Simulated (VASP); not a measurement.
# MnO (Fm-3m) in VASP: further runs

Runs on MnO. Level: PBE+U. Tasks: single point.

Program: VASP 6.6.1. These are calculated values, not measurements. Logs are shortened: lines on timing, memory, paths and dates and some standing lists are left out, and cuts for length are marked.

## Step 1: The cell of the first run

The structure is cubic, space group Fm-3m (No. 225). Conventional cell: a = 4.446 Å, b = 4.446 Å, c = 4.446 Å, α = 90.00°, β = 90.00°, γ = 90.00°. Mn (site symmetry m-3m) has 6 O at 2.22 Å within 2.9 Å. Within 2.9 Å of O (site symmetry m-3m) lie 6 Mn at 2.22 Å.

## Step 2: Single point, PBE+U, collinear spin, ferromagnetic start

Contents of INCAR:

```
ALGO = Normal
EDIFF = 1E-6
ENCUT = 520
GGA = PE
ISIF = 2
ISMEAR = 0
ISPIN = 2
LASPH = T
LCHARG = F
LDAU = T
LDAUJ = 0 0
LDAUL = 2 -1
LDAUPRINT = 1
LDAUTYPE = 2
LDAUU = 3.9 0
LMAXMIX = 4
LORBIT = 11
LREAL = F
LWAVE = F
MAGMOM = 5 0
NBANDS = 20
NELM = 150
PREC = Accurate
SIGMA = 0.05
```

Contents of KPOINTS:

```
k-points
0
Gamma
  12 12 12
```

Contents of POSCAR:

```
MnO
1.0
    0.0000000000      2.2230000000      2.2230000000
    2.2230000000      0.0000000000      2.2230000000
    2.2230000000      2.2230000000      0.0000000000
Mn O
1 1
Direct
    0.0000000000      0.0000000000      0.0000000000
    0.5000000000      0.5000000000      0.5000000000
```

Potentials or basis: VASP PAW PBE potentials, release 64 (Mn_pv, O).

Command:

```console
$ cat potpaw_PBE.64/Mn_pv/POTCAR potpaw_PBE.64/O/POTCAR > POTCAR
$ mpirun -np 1 vasp_std > vasp.out
```

OUTCAR:

```text
EDIFF = 1E-6
   ENCUT = 520
   GGA = PE
   ISIF = 2
   ISMEAR = 0
   ISPIN = 2
   LASPH = T
   LORBIT = 11
   LREAL = F
   NELM = 150
   PREC = Accurate

 ion  position               nearest neighbor table
   1  0.000  0.000  0.000-   2 2.22   2 2.22   2 2.22   2 2.22   2 2.22   2 2.22
   2  0.500  0.500  0.500-   1 2.22   1 2.22   1 2.22   1 2.22   1 2.22   1 2.22

  LATTYP: Found a face centered cubic cell.
 ALAT       =     4.4460000000

  Lattice vectors:

 A1 = (   0.0000000000,   2.2230000000,   2.2230000000)
 A2 = (   2.2230000000,   0.0000000000,   2.2230000000)
 A3 = (   2.2230000000,   2.2230000000,   0.0000000000)

Analysis of symmetry for initial positions (statically):
=====================================================================
 Subroutine PRICEL returns:
 Original cell was already a primitive cell.

 Routine SETGRP: Setting up the symmetry group for a
 face centered cubic supercell.

 Subroutine GETGRP returns: Found 48 space group operations
 (whereof 48 operations were pure point group operations)
 out of a pool of 48 trial point group operations.

The static configuration has the point symmetry O_h .

Analysis of symmetry for dynamics (positions and initial velocities):
=====================================================================
 Subroutine PRICEL returns:
 Original cell was already a primitive cell.

 Routine SETGRP: Setting up the symmetry group for a
 face centered cubic supercell.

 Subroutine GETGRP returns: Found 48 space group operations
 (whereof 48 operations were pure point group operations)
 out of a pool of 48 trial point group operations.

The dynamic configuration has the point symmetry O_h .

Analysis of structural, dynamic, and magnetic symmetry:
=====================================================================
 Subroutine PRICEL returns:
 Original cell was already a primitive cell.

 Routine SETGRP: Setting up the symmetry group for a
 face centered cubic supercell.

 Subroutine GETGRP returns: Found 48 space group operations
 (whereof 48 operations were pure point group operations)
 out of a pool of 48 trial point group operations.

The overall configuration has the point symmetry O_h .

 Subroutine INISYM returns: Found 48 space group operations
 (whereof 48 operations are pure point group operations),
 and found     1 'primitive' translations

----------------------------------------------------------------------------------------

                                     Primitive cell

  volume of cell :      21.9709

  direct lattice vectors                    reciprocal lattice vectors
     0.000000000  2.223000000  2.223000000    -0.224921278  0.224921278  0.224921278
     2.223000000  0.000000000  2.223000000     0.224921278 -0.224921278  0.224921278
     2.223000000  2.223000000  0.000000000     0.224921278  0.224921278 -0.224921278

  length of vectors
     3.143796749  3.143796749  3.143796749     0.389575080  0.389575080  0.389575080

  position of ions in fractional coordinates (direct lattice)
     0.000000000  0.000000000  0.000000000
     0.500000000  0.500000000  0.500000000

  ion indices of the primitive-cell ions
   primitive index   ion index
                 1           1
                 2           2

----------------------------------------------------------------------------------------

 KPOINTS: k-points

Automatic generation of k-mesh.
 Grid dimensions read from file:
 generate k-points for:   12   12   12

 Generating k-lattice:

  Cartesian coordinates                     Fractional coordinates (reciprocal lattice)
    -0.018743440  0.018743440  0.018743440     0.083333333  0.000000000  0.000000000
     0.018743440 -0.018743440  0.018743440     0.000000000  0.083333333  0.000000000
     0.018743440  0.018743440 -0.018743440     0.000000000  0.000000000  0.083333333

  Length of vectors
     0.032464590  0.032464590  0.032464590

  Shift w.r.t. Gamma in fractional coordinates (k-lattice)
     0.000000000  0.000000000  0.000000000

 Subroutine IBZKPT returns following result:
 ===========================================

 Found     72 irreducible k-points:

 Following reciprocal coordinates:
            Coordinates               Weight
  0.000000  0.000000  0.000000      1.000000
  0.083333  0.000000  0.000000      8.000000
  0.166667  0.000000  0.000000      8.000000
  0.250000  0.000000  0.000000      8.000000
  0.333333  0.000000  0.000000      8.000000
  0.416667  0.000000  0.000000      8.000000
[... 16 lines left out ...]
  0.500000  0.166667  0.000000     24.000000
 -0.416667  0.166667  0.000000     24.000000
 [... further k-points ...]
   k-points           NKPTS =     72   k-points in BZ     NKDIM =     72   number of bands    NBANDS=     20
   number of dos      NEDOS =    301   number of ions     NIONS =      2
   total plane-waves  NPLWV =  13824
   dimension x,y,z NGX =    24 NGY =   24 NGZ =   24
   dimension x,y,z NGXF=    48 NGYF=   48 NGZF=   48
[... 81 lines left out ...]
  o =  0.0733  v =  0.0000  0.0000  0.0000  0.0000  0.0000 -0.0000  0.0000 -0.9967 -0.0000 -0.0808      0.0000  0.0000  0.0000  0.0000  0.0000  0.0000  0.0000  0.0000  0.0000  0.0000
  o =  0.9404  v =  0.0000 -0.9996  0.0000 -0.0267  0.0000  0.0000  0.0000  0.0000  0.0000  0.0000      0.0000  0.0000  0.0000  0.0000  0.0000  0.0000  0.0000  0.0000  0.0000  0.0000
  o =  0.9404  v =  0.0000 -0.0267 -0.0000  0.9996 -0.0000  0.0000  0.0000  0.0000  0.0000  0.0000      0.0000  0.0000  0.0000  0.0000  0.0000  0.0000  0.0000  0.0000  0.0000  0.0000
  o =  0.9404  v =  1.0000  0.0000  0.0000  0.0000  0.0000  0.0000  0.0000  0.0000  0.0000  0.0000      0.0000  0.0000  0.0000  0.0000  0.0000  0.0000  0.0000  0.0000  0.0000  0.0000
  o =  0.9768  v =  0.0000  0.0000  0.8932  0.0000  0.4497  0.0000  0.0000  0.0000  0.0000  0.0000      0.0000  0.0000  0.0000  0.0000  0.0000  0.0000  0.0000  0.0000  0.0000  0.0000
  o =  0.9768  v =  0.0000  0.0000  0.4497  0.0000 -0.8932  0.0000  0.0000  0.0000  0.0000  0.0000      0.0000  0.0000  0.0000  0.0000  0.0000  0.0000  0.0000  0.0000  0.0000  0.0000

 number of electron      18.9999991 magnetization       4.9999994

 Free energy of the ion-electron system (eV)
  ---------------------------------------------------
  ext. energy  EPLUGINS =         0.00000000
  ---------------------------------------------------
  free energy    TOTEN  =       -15.45916166 eV

  energy without entropy =      -15.45916108  energy(sigma->0) =      -15.45916137

 E-fermi :   7.0192     XC(G=0): -11.8009

 val. band max:        6.9023318649   @ k =   0.5000   0.0000   0.0000
 cond. band min:       7.1119987039   @ k =   0.0000   0.0000   0.0000
 fundamental gap:      0.2096668390
 Fermi energy:         7.0192326937

 spin component 1

 k-point     1 :       0.0000    0.0000    0.0000
  band No.  band energies     occupation
      1     -42.8519      1.00000
      2     -42.8519      1.00000
      3     -42.8519      1.00000
      4     -12.4442      1.00000
      5       2.7234      1.00000
      6       2.7234      1.00000
[... 12 lines left out ...]
     19      27.2392      0.00000
     20      27.2392      0.00000
[... 507 lines left out ...]
 k-point    24 :      -0.4167    0.1667    0.0000
  band No.  band energies     occupation
      1     -42.9092      1.00000
      2     -42.8713      1.00000
      3     -42.8626      1.00000
      4     -11.4273      1.00000
      5      -0.4643      1.00000
      6       0.8245      1.00000
[... 12 lines left out ...]
     19      28.5366      0.00000
     20      31.9069      0.00000

 [... further k-points ...]

 spin component 2

 k-point     1 :       0.0000    0.0000    0.0000
  band No.  band energies     occupation
      1     -37.8938      1.00000
      2     -37.8938      1.00000
      3     -37.8938      1.00000
      4     -12.0657      1.00000
      5       4.4195      1.00000
      6       4.4195      1.00000
[... 12 lines left out ...]
     19      29.7724      0.00000
     20      29.7724      0.00000
[... 507 lines left out ...]
 k-point    24 :      -0.4167    0.1667    0.0000
  band No.  band energies     occupation
      1     -37.9679      1.00000
      2     -37.9180      1.00000
      3     -37.9067      1.00000
      4     -11.0653      1.00000
      5       0.8365      1.00000
      6       2.8007      1.00000
[... 12 lines left out ...]
     19      30.7077      0.00000
     20      32.8689      0.00000

 [... further k-points ...]

------------------------ aborting loop because EDIFF is reached ----------------------------------------

  FORCE on cell =-STRESS in cart. coord.  units (eV):
  Direction    XX          YY          ZZ          XY          YZ          ZX
  --------------------------------------------------------------------------------------
  -------------------------------------------------------------------------------------
  Total        1.0452987      1.0452987      1.0452987      0.0000000      0.0000000      0.0000000
  in kB       76.2259077     76.2259077     76.2259077      0.0000000      0.0000000      0.0000000
  external PRESSURE =      76.2259077 kB  Pullay stress =       0.0000000 kB

 VOLUME and BASIS-vectors are now :
 -----------------------------------------------------------------------------
  energy-cutoff  :      520.00
  volume of cell :       21.97
      direct lattice vectors                 reciprocal lattice vectors
     0.000000000  2.223000000  2.223000000    -0.224921278  0.224921278  0.224921278
     2.223000000  0.000000000  2.223000000     0.224921278 -0.224921278  0.224921278
     2.223000000  2.223000000  0.000000000     0.224921278  0.224921278 -0.224921278

 POSITION                                       TOTAL-FORCE (eV/Angst)
 -----------------------------------------------------------------------------------
      0.00000      0.00000      0.00000         0.000000     -0.000000     -0.000000
      2.22300      2.22300      2.22300        -0.000000      0.000000      0.000000
 -----------------------------------------------------------------------------------
    total drift:                                0.000000     -0.000000     -0.000000

  FREE ENERGIE OF THE ION-ELECTRON SYSTEM (eV)
  ---------------------------------------------------
  free  energy   TOTEN  =       -15.4591616649 eV

  energy  without entropy=      -15.4591610779  energy(sigma->0) =      -15.45916137

 total charge

# of ion       s       p       d       tot
------------------------------------------
    1        0.208   6.184   4.959  11.351
    2        1.555   3.456   0.000   5.011
--------------------------------------------------
tot          1.763   9.639   4.959  16.361

 magnetization (x)

# of ion       s       p       d       tot
------------------------------------------
    1        0.033   0.027   4.562   4.621
    2        0.024   0.133   0.000   0.157
--------------------------------------------------
tot          0.056   0.160   4.562   4.778
```

Wall time 23 s (1 thread of Intel Xeon 6975P-C (Granite Rapids), shared host); peak memory 0.17 GiB.

Results:

| Property | Result |
| --- | --- |
| Free energy | -15.4592 eV |
| Pressure | 7.6 GPa |
| Band gap on the k mesh | 0.21 eV (least direct gap 2.69 eV) |
| Net moment | 5.00 μB per cell |
| Site moments | Mn +4.62; O +0.16 μB |
| Valence electrons inside the program's atomic spheres | Mn 11.35; O 5.01 |

Levels at points of the mesh, in eV from the valence-band top:
Spin up:
```csv
k point,band 9,band 10,band 11,band 12,band 13,band 14,band 15,band 16
"(0.00, 0.00, 0.00)",-3.84,-2.79,-2.79,-2.79,0.21,14.61,16.34,16.34
"(0.50, 0.00, 0.00)",-3.37,-2.54,0.00,0.00,4.17,8.48,12.52,12.52
"(0.50, 0.50, 0.00)",-3.46,-3.12,-3.12,-3.01,5.63,8.65,10.40,14.39
```
Spin down:
| k point | band 3 | band 4 | band 5 | band 6 | band 7 | band 8 | band 9 | band 10 | band 11 | band 12 |
| --- | --- | --- | --- | --- | --- | --- | --- | --- | --- | --- |
| (0.00, 0.00, 0.00) | -44.80 | -18.97 | -2.48 | -2.48 | -2.48 | 1.58 | 3.18 | 3.18 | 3.18 | 3.77 |
| (0.50, 0.00, 0.00) | -44.81 | -17.99 | -6.45 | -3.69 | -3.69 | 4.28 | 4.58 | 4.58 | 5.26 | 5.91 |
| (0.50, 0.50, 0.00) | -44.83 | -17.97 | -5.61 | -3.48 | -3.48 | 1.28 | 4.43 | 4.49 | 5.10 | 5.10 |

Eigenvalues of the final occupation matrices:
| site | spin | trace | eigenvalues |
| --- | --- | --- | --- |
| site 1 d | 1 | 4.77 | 0.94 0.94 0.94 0.98 0.98 |
| site 1 d | 2 | 0.20 | 0.02 0.02 0.02 0.07 0.07 |

Caveat: the cell stands under pressure; a cell with one magnetic atom can't hold antiferromagnetic order, which such compounds often take. A k mesh can miss the band edges.

## Step 3: Single point, PBE+U, collinear spin, ferromagnetic start (11.64 Å³/atom)

This run uses another cell than the first one, of 11.64 Å³/atom.

Contents of INCAR:

```
SYSTEM = MnO
ALGO = Normal ; EDIFF = 1E-7
ENCUT = 520 ; GGA = PE
ISIF = 2 ; ISMEAR = 0
ISPIN = 2 ; LASPH = .TRUE.
LCHARG = .TRUE. ; LDAU = .TRUE.
LDAUJ = 0 0 ; LDAUL = 2 -1
LDAUPRINT = 1 ; LDAUTYPE = 2
LDAUU = 3.9 0 ; LELF = .TRUE.
LMAXMIX = 4 ; LORBIT = 11
LREAL = .FALSE. ; LVHAR = .TRUE.
LWAVE = .FALSE. ; MAGMOM = 4.76 0.18
NBANDS = 20 ; NELM = 150
PREC = Accurate ; SIGMA = 0.05
```

Contents of KPOINTS:

```
k-points
0
G
  12 12 12
  0 0 0
```

Contents of POSCAR:

```
MnO
1.0
    0.0000000000      2.2664522255      2.2664522255
    2.2664522255      0.0000000000      2.2664522255
    2.2664522255      2.2664522255      0.0000000000
Mn O
1 1
Direct
    0.0000000000      0.0000000000      0.0000000000
    0.5000000000      0.5000000000      0.5000000000
```

Potentials or basis: VASP PAW PBE potentials, release 64 (Mn_pv, O).

Command:

```console
$ cat potpaw_PBE.64/Mn_pv/POTCAR potpaw_PBE.64/O/POTCAR > POTCAR
$ mpirun -np 1 vasp_std > vasp.out
```

It took 27 s on 1 thread of Intel Xeon 6975P-C (Granite Rapids), shared host; peak memory 0.18 GiB.

Results (log left out):

```
Free energy                                           : -15.4841 eV
Pressure                                              : -1.5 GPa
Band gap on the k mesh                                : 0.10 eV (least direct gap 2.26 eV)
Net moment                                            : 5.00 μB per cell
Site moments                                          : Mn +4.63; O +0.14 μB
Valence electrons inside the program's atomic spheres : Mn 11.29; O 4.98
```

Levels at points of the mesh, in eV from the valence-band top:
Spin up:
```
           k point  band 10  band 11  band 12  band 13  band 14  band 15
(0.00, 0.00, 0.00)    -2.43    -2.43    -2.43     0.10    14.60    16.05
(0.50, 0.00, 0.00)    -2.48     0.00     0.00     4.19     8.13    12.27
(0.50, 0.50, 0.00)    -3.08    -3.08    -3.01     5.36     8.47    10.28
```
Spin down:
| k point | band 4 | band 5 | band 6 | band 7 | band 8 | band 9 | band 10 | band 11 |
| --- | --- | --- | --- | --- | --- | --- | --- | --- |
| (0.00, 0.00, 0.00) | -18.42 | -2.16 | -2.16 | -2.16 | 1.45 | 3.39 | 3.39 | 3.39 |
| (0.50, 0.00, 0.00) | -17.57 | -5.90 | -3.25 | -3.25 | 4.36 | 4.66 | 4.66 | 5.24 |
| (0.50, 0.50, 0.00) | -17.53 | -5.11 | -3.10 | -3.10 | 1.62 | 4.48 | 4.53 | 5.15 |

Eigenvalues of the final occupation matrices:
```tsv
site	spin	trace	eigenvalues
site 1 d	1	4.77	0.94 0.94 0.94 0.97 0.97
site 1 d	2	0.18	0.02 0.02 0.02 0.07 0.07
```

Caveat: a cell with one magnetic atom can't hold antiferromagnetic order, which such compounds often take. The state reached can hang on the start; a lower one may exist.

## Step 4: Single point, PBE+U, collinear spin, ferromagnetic start (11.67 Å³/atom)

This run uses another cell than the first one, of 11.67 Å³/atom.

Contents of INCAR:

```
ALGO = Normal
EDIFF = 1E-6
ENCUT = 520
GGA = PE
ISIF = 2
ISMEAR = 0
ISPIN = 2
LASPH = True
LCHARG = True
LDAU = True
LDAUJ = 0 0
LDAUL = 2 -1
LDAUPRINT = 1
LDAUTYPE = 2
LDAUU = 3.9 0
LELF = True
LMAXMIX = 4
LORBIT = 11
LREAL = False
LVHAR = True
LWAVE = False
MAGMOM = 4.76 0.18
NBANDS = 20
NELM = 150
PREC = Accurate
SIGMA = 0.05
```

Contents of KPOINTS:

```
k-points
0
Gamma
  12 12 12
```

Contents of POSCAR:

```
MnO
1.0
    0.0000000000      2.2680518487      2.2680518487
    2.2680518487      0.0000000000      2.2680518487
    2.2680518487      2.2680518487      0.0000000000
Mn O
1 1
Direct
    0.0000000000      0.0000000000      0.0000000000
    0.5000000000      0.5000000000      0.5000000000
```

Command:

```console
$ cat potpaw_PBE.64/Mn_pv/POTCAR potpaw_PBE.64/O/POTCAR > POTCAR
$ mpirun -np 1 vasp_std > vasp.out
```

Wall time 27 s (1 thread of Intel Xeon 6975P-C (Granite Rapids), shared host); peak memory 0.18 GiB.

Results (log left out):

- Free energy: -15.4836 eV
- Pressure: -1.8 GPa
- Band gap on the k mesh: 0.10 eV (least direct gap 2.25 eV)
- Net moment: 5.00 μB per cell
- Site moments: Mn +4.63; O +0.14 μB
- Valence electrons inside the program's atomic spheres: Mn 11.29; O 4.98

Levels at points of the mesh, in eV from the valence-band top:
Spin up:
| k point | band 10 | band 11 | band 12 | band 13 | band 14 | band 15 |
| --- | --- | --- | --- | --- | --- | --- |
| (0.00, 0.00, 0.00) | -2.42 | -2.42 | -2.42 | 0.10 | 14.60 | 16.04 |
| (0.50, 0.00, 0.00) | -2.48 | 0.00 | 0.00 | 4.19 | 8.11 | 12.26 |
| (0.50, 0.50, 0.00) | -3.08 | -3.08 | -3.01 | 5.35 | 8.46 | 10.27 |
Spin down:
```
           k point  band 4  band 5  band 6  band 7  band 8  band 9  band 10  band 11
(0.00, 0.00, 0.00)  -18.40   -2.14   -2.14   -2.14    1.44    3.39     3.39     3.39
(0.50, 0.00, 0.00)  -17.55   -5.88   -3.24   -3.24    4.36    4.66     4.66     5.24
(0.50, 0.50, 0.00)  -17.51   -5.09   -3.08   -3.08    1.63    4.48     4.54     5.15
```

Eigenvalues of the final occupation matrices:
| site | spin | trace | eigenvalues |
| --- | --- | --- | --- |
| site 1 d | 1 | 4.77 | 0.94 0.94 0.94 0.97 0.97 |
| site 1 d | 2 | 0.18 | 0.02 0.02 0.02 0.07 0.07 |

Caveat: a cell with one magnetic atom can't hold antiferromagnetic order, which such compounds often take. The state reached can hang on the start; a lower one may exist.

## Step 5: Overview

```csv
cell,gap on the mesh (eV),pressure (GPa),moment (μB)
"a = 3.144 Å, angles 60.0°, 2 atoms",0.21,7.6,5.00
"a = 3.205 Å, angles 60.0°, 2 atoms",0.10,-1.5,5.00
"a = 3.208 Å, angles 60.0°, 2 atoms",0.10,-1.8,5.00
```

Alike in all rows: task single point; level PBE+U; potentials or basis VASP PAW PBE potentials, release 64 (Mn_pv, O); spin collinear, ferromagnetic start; Mn d U = 3.9 eV; k mesh 12 × 12 × 12; cutoff (eV) 520; smearing gaussian 0.05 eV.

Caveats: a cell with one magnetic atom can't hold antiferromagnetic order, which such compounds often take; the cell stands under pressure (at least some runs).

Total energies depend on the potentials used, so only differences within one code and one set of settings carry meaning.
